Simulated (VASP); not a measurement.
# Al3Ga2As5 (I-4m2) in VASP: a series of runs

Al3Ga2As5 is run at these levels: PBE; tasks: single point.

Everything below comes from runs of VASP 6.6.1. Logs are shortened: lines on timing, memory, paths and dates and some standing lists are left out, and cuts for length are marked.

## Step 1: The cell of the first run

Symmetry: I-4m2, No. 119, tetragonal system. Conventional cell: a = 3.860 Å, b = 3.860 Å, c = 27.293 Å, α = 90.00°, β = 90.00°, γ = 90.00°. Al (site symmetry -4m2) has 4 As at 2.36 Å within 3.1 Å. Al (site symmetry 2mm) has 4 As at 2.36 Å within 3.1 Å. Within 3.1 Å of Ga (site symmetry 2mm) lie 4 As at 2.36 Å. As (site symmetry 2mm) has 2 Ga at 2.36 Å and 2 Al at 2.36 Å within 3.1 Å. Within 3.1 Å of As (site symmetry 2mm) lie 2 Al at 2.36 Å and 2 Ga at 2.36 Å. As (site symmetry -4m2) has 4 Al at 2.36 Å within 3.1 Å.

## Step 2: Single point, PBE

INCAR reads:

```
  ALGO = Normal
  EDIFF = 1E-6
  ENCUT = 520
  GGA = PE
  ISIF = 2
  ISMEAR = 0
  LASPH = T
  LCHARG = F
  LREAL = F
  LWAVE = F
  NBANDS = 41
  NELM = 60
  PREC = Accurate
  SIGMA = 0.1
```

KPOINTS reads:

```
k-points
0
Gamma
  6 6 6
```

POSCAR reads:

```
Al3Ga2As5
1.0
   -1.9299083400      1.9299083400     13.6465127300
    1.9299083400     -1.9299083400     13.6465127300
    1.9299083400      1.9299083400    -13.6465127300
Al Ga As
3 2 5
Direct
    0.5000000000      0.5000000000      0.0000000000
    0.7000000000      0.7000000000      0.0000000000
    0.3000000000      0.3000000000      0.0000000000
    0.9000000000      0.9000000000      0.0000000000
    0.1000000000      0.1000000000      0.0000000000
    0.5500000000      0.0500000000      0.5000000000
    0.1500000000      0.6500000000      0.5000000000
    0.7500000000      0.2500000000      0.5000000000
    0.3500000000      0.8500000000      0.5000000000
    0.9500000000      0.4500000000      0.5000000000
```

Potentials or basis: VASP PAW PBE potentials, release 64 (Al, Ga_d, As).

On the command line:

```sh
cat potpaw_PBE.64/Al/POTCAR potpaw_PBE.64/Ga_d/POTCAR potpaw_PBE.64/As/POTCAR > POTCAR
mpirun -np 1 vasp_std > vasp.out
```

OUTCAR:

```text
EDIFF = 1E-6
   ENCUT = 520
   GGA = PE
   ISIF = 2
   ISMEAR = 0
   LASPH = T
   LREAL = F
   NELM = 60
   PREC = Accurate

 ion  position               nearest neighbor table
   1  0.500  0.500  0.000-  10 2.36   6 2.36   6 2.36  10 2.36
   2  0.700  0.700  0.000-   8 2.36   8 2.36   7 2.36   7 2.36
   3  0.300  0.300  0.000-   8 2.36   8 2.36   9 2.36   9 2.36
   4  0.900  0.900  0.000-   9 2.36   9 2.36  10 2.36  10 2.36
   5  0.100  0.100  0.000-   7 2.36   7 2.36   6 2.36   6 2.36
   6  0.550  0.050  0.500-   1 2.36   1 2.36   5 2.36   5 2.36
   7  0.150  0.650  0.500-   5 2.36   5 2.36   2 2.36   2 2.36
   8  0.750  0.250  0.500-   2 2.36   3 2.36   3 2.36   2 2.36
   9  0.350  0.850  0.500-   4 2.36   4 2.36   3 2.36   3 2.36
  10  0.950  0.450  0.500-   1 2.36   1 2.36   4 2.36   4 2.36

  LATTYP: Found a body centered tetragonal cell.
 ALAT       =     3.8598166800
 C/A-ratio  =     7.0710678052

  Lattice vectors:

 A1 = (  -1.9299083400,   1.9299083400,  13.6465127300)
 A2 = (   1.9299083400,  -1.9299083400,  13.6465127300)
 A3 = (   1.9299083400,   1.9299083400, -13.6465127300)

Analysis of symmetry for initial positions (statically):
=====================================================================
 Subroutine PRICEL returns:
 Original cell was already a primitive cell.

 Routine SETGRP: Setting up the symmetry group for a
 body centered tetragonal supercell.

 Subroutine GETGRP returns: Found  8 space group operations
 (whereof  8 operations were pure point group operations)
 out of a pool of 16 trial point group operations.

The static configuration has the point symmetry D_2d.

Analysis of symmetry for dynamics (positions and initial velocities):
=====================================================================
 Subroutine PRICEL returns:
 Original cell was already a primitive cell.

 Routine SETGRP: Setting up the symmetry group for a
 body centered tetragonal supercell.

 Subroutine GETGRP returns: Found  8 space group operations
 (whereof  8 operations were pure point group operations)
 out of a pool of 16 trial point group operations.

The dynamic configuration has the point symmetry D_2d.

 Subroutine INISYM returns: Found  8 space group operations
 (whereof  8 operations are pure point group operations),
 and found     1 'primitive' translations

----------------------------------------------------------------------------------------

[... 111 lines left out ...]
   NSW    =      0    number of steps for IOM
   IBRION =     -1    ionic relax: 0-MD 1-quasi-New 2-CG
   NFREE  =      0    steps in history (QN), initial steepest desc. (CG)
   ISIF   =      2    stress and relaxation
   ISYM   =      2    0-nonsym 1-usesym 2-fastsym
   POTIM  = 0.5000    time-step for ionic-motion
   TEBEG  =    0.0;   TEEND  =   0.0 temperature during run
   PSTRESS=    0.0 pullay stress
   NELECT =      60.0000    total number of electrons
   NUPDOWN=      -1.0000    fix difference up-down
   EMIN   =  10.00;   EMAX   =-10.00  energy-range for DOS
   EFERMI =   0.00;   METHOD = LEGACY
   ISMEAR =     0;   SIGMA  =   0.10  broadening in eV -4-tet -1-fermi 0-gaus
   EFERMI_NEDOS =   21; number of points for ismear=-14 and -15
   IALGO  =     38    algorithm
   IMIX   =      4    mixing-type and parameters
     AMIX     =   0.40;   BMIX     =  1.00
     AMIX_MAG =   1.60;   BMIX_MAG =  1.00
  volume/ion in A,a.u.               =      20.33       137.20
  Fermi-wavevector in a.u.,A,eV,Ry     =   1.089951  2.059708 16.163623  1.187993
  Thomas-Fermi vector in A             =   2.226165
   LORBIT       =      0    0 simple, 1 ext, 2 COOP (PROOUT), +10 PAW based schemes
   GGA     = PE    functional components
   LHFCALC =     F    Hartree Fock is set to
   AEXX    =    0.0000 exact exchange contribution
   IVDW    =     0    specifies the selected vdW correction
   LEPSILON=     F    determine dielectric tensor
   LRPA    =     F    only Hartree local field effects (RPA)
 non-spin polarized calculation
 Gauss-broadening in eV      SIGMA  =   0.10
  energy-cutoff  :      520.00
  volume of cell :      203.31
 maximum number of plane-waves:      5518
 NGX is ok and might be reduce to   108
   NGX = 51   NGY = 51   NGZ = 51

 number of electron      60.0000004 magnetization

 Free energy of the ion-electron system (eV)
  ---------------------------------------------------
  ext. energy  EPLUGINS =         0.00000000
  ---------------------------------------------------
  free energy    TOTEN  =       -43.43111758 eV

  energy without entropy =      -43.43111758  energy(sigma->0) =      -43.43111758

 E-fermi :   5.4017     XC(G=0):  -9.7124

 val. band max:        4.9184043422   @ k =   0.0000   0.0000   0.0000
 cond. band min:       6.1205490594   @ k =   0.5000   0.5000   0.0000
 fundamental gap:      1.2021447172
 Fermi energy:         5.4017067787

 k-point     1 :       0.0000    0.0000    0.0000
  band No.  band energies     occupation
      1      -9.9196      2.00000
      2      -9.9141      2.00000
      3      -9.8009      2.00000
      4      -9.8009      2.00000
      5      -9.8004      2.00000
      6      -9.8004      2.00000
[... 1045 lines left out ...]
     40       9.5089      0.00000
     41       9.6091      0.00000

 [... further k-points ...]
[... 5 lines left out ...]
  --------------------------------------------------------------------------------------
  -------------------------------------------------------------------------------------
  Total       17.3942355     17.3942355     17.0888437      0.0000000     -0.0000000      0.0000000
  in kB      137.0758304    137.0758304    134.6691804      0.0000000     -0.0000000      0.0000000
  external PRESSURE =     136.2736137 kB  Pullay stress =       0.0000000 kB

 VOLUME and BASIS-vectors are now :
 -----------------------------------------------------------------------------
  energy-cutoff  :      520.00
  volume of cell :      203.31
      direct lattice vectors                 reciprocal lattice vectors
    -1.929908340  1.929908340 13.646512730     0.000000000  0.259079662  0.036639397
     1.929908340 -1.929908340 13.646512730     0.259079662  0.000000000  0.036639397
     1.929908340  1.929908340-13.646512730     0.259079662  0.259079662  0.000000000

 POSITION                                       TOTAL-FORCE (eV/Angst)
 -----------------------------------------------------------------------------------
      0.00000      0.00000     13.64651        -0.000000     -0.000000     -0.000000
      0.00000      0.00000     19.10512        -0.000000     -0.000000     -0.028003
      0.00000      0.00000      8.18791        -0.000000     -0.000000      0.028003
      0.00000      0.00000     24.56372        -0.000000     -0.000000      0.000374
      0.00000      0.00000      2.72930        -0.000000     -0.000000     -0.000374
      0.00000      1.92991      1.36465        -0.000000      0.000000     -0.109161
      1.92991      0.00000      4.09395         0.000000     -0.000000      0.098764
     -0.00000      1.92991      6.82326        -0.000000     -0.000000     -0.000000
      1.92991      0.00000      9.55256         0.000000     -0.000000     -0.098764
      0.00000      1.92991     12.28186        -0.000000      0.000000      0.109161
 -----------------------------------------------------------------------------------
    total drift:                               -0.000001      0.000001      0.000000

  FREE ENERGIE OF THE ION-ELECTRON SYSTEM (eV)
  ---------------------------------------------------
  free  energy   TOTEN  =       -43.4311175801 eV

  energy  without entropy=      -43.4311175801  energy(sigma->0) =      -43.43111758
```

Wall time 53 min (1 thread of Intel Xeon Platinum 8375C at 2.90GHz (Ice Lake), shared host); peak memory 2 GiB.

What came out:

```yaml
Free_energy: -43.4311 eV
Pressure: 13.6 GPa
Largest_force: 0.109 eV/Å
Band_gap_on_the_k_mesh: 1.20 eV (least direct gap 1.28 eV)
```

Forces on the atoms (eV/Å):
```
Al   0.000  0.000  0.000
Al   0.000  0.000 -0.028
Al   0.000  0.000  0.028
Ga   0.000  0.000  0.000
Ga   0.000  0.000  0.000
As   0.000  0.000 -0.109
As   0.000  0.000  0.099
As   0.000  0.000  0.000
As   0.000  0.000 -0.099
As   0.000  0.000  0.109
```

Levels at points of the mesh, in eV from the valence-band top:
| k point | band 28 | band 29 | band 30 | band 31 | band 32 | band 33 |
| --- | --- | --- | --- | --- | --- | --- |
| (0.00, 0.00, 0.00) | -0.05 | 0.00 | 0.00 | 1.28 | 1.51 | 1.98 |
| (0.50, 0.00, 0.00) | -1.09 | -1.07 | -1.04 | 1.86 | 2.75 | 2.93 |
| (0.50, 0.50, 0.00) | -3.01 | -2.69 | -2.69 | 1.20 | 1.81 | 1.96 |
| (0.50, 0.50, 0.50) | -0.51 | -0.39 | -0.39 | 1.24 | 1.73 | 1.84 |

Caveat: the cell stands under pressure. A k mesh can miss the band edges.

## Step 3: Single point, PBE

This run uses another cell than the first one, of 23.57 Å³/atom.

INCAR reads:

```
SYSTEM = Al3Ga2As5
ALGO = Normal ; EDIFF = 1E-7
ENCUT = 520 ; GGA = PE
ISIF = 2 ; ISMEAR = 0
LASPH = .True. ; LCHARG = .False.
LREAL = .False. ; LWAVE = .False.
NBANDS = 41 ; NELM = 80
PREC = Accurate ; SIGMA = 0.1
```

KPOINTS reads:

```
k-points
0
Gamma
  6 6 6
  0 0 0
```

POSCAR reads:

```
Al3Ga2As5
1.0
   -2.0296007536      2.0296007536     14.3030303723
    2.0296007536     -2.0296007536     14.3030303723
    2.0296007536      2.0296007536    -14.3030303723
Al Ga As
3 2 5
Direct
    0.5000000000      0.5000000000      0.0000000000
    0.7000888504      0.7000888504      0.0000000000
    0.2999111496      0.2999111496      0.0000000000
    0.8999512396      0.8999512396      0.0000000000
    0.1000487604      0.1000487604      0.0000000000
    0.5496991098      0.0496991098      0.5000000000
    0.1503894492      0.6503894492      0.5000000000
    0.7500000000      0.2500000000      0.5000000000
    0.3496105508      0.8496105508      0.5000000000
    0.9503008902      0.4503008902      0.5000000000
```

Potentials or basis: VASP PAW PBE potentials, release 64 (Al, Ga_d, As).

On the command line:

```sh
cat potpaw_PBE.64/Al/POTCAR potpaw_PBE.64/Ga_d/POTCAR potpaw_PBE.64/As/POTCAR > POTCAR
mpirun -np 1 vasp_std > vasp.out
```

Run time: 62 min. Hardware: 1 thread of Intel Xeon Platinum 8375C at 2.90GHz (Ice Lake), shared host; peak memory 2.1 GiB.

Results (log left out):

```
Free energy            : -44.6642 eV
Pressure               : 0.2 GPa
Band gap on the k mesh : 1.01 eV
```

Levels at points of the mesh, in eV from the valence-band top:
| k point | band 26 | band 27 | band 28 | band 29 | band 30 | band 31 | band 32 | band 33 | band 34 | band 35 |
| --- | --- | --- | --- | --- | --- | --- | --- | --- | --- | --- |
| (0.00, 0.00, 0.00) | -1.00 | -1.00 | -0.02 | 0.00 | 0.00 | 1.01 | 1.63 | 1.68 | 2.30 | 2.40 |
| (0.50, 0.00, 0.00) | -1.01 | -0.98 | -0.90 | -0.89 | -0.85 | 1.38 | 2.24 | 2.38 | 2.96 | 3.09 |
| (0.50, 0.50, 0.00) | -2.59 | -2.50 | -2.50 | -2.25 | -2.25 | 1.51 | 1.86 | 2.16 | 2.27 | 2.72 |
| (0.50, 0.50, 0.50) | -1.14 | -0.41 | -0.41 | -0.32 | -0.32 | 1.51 | 1.77 | 1.77 | 2.17 | 2.53 |

A k mesh can miss the band edges.
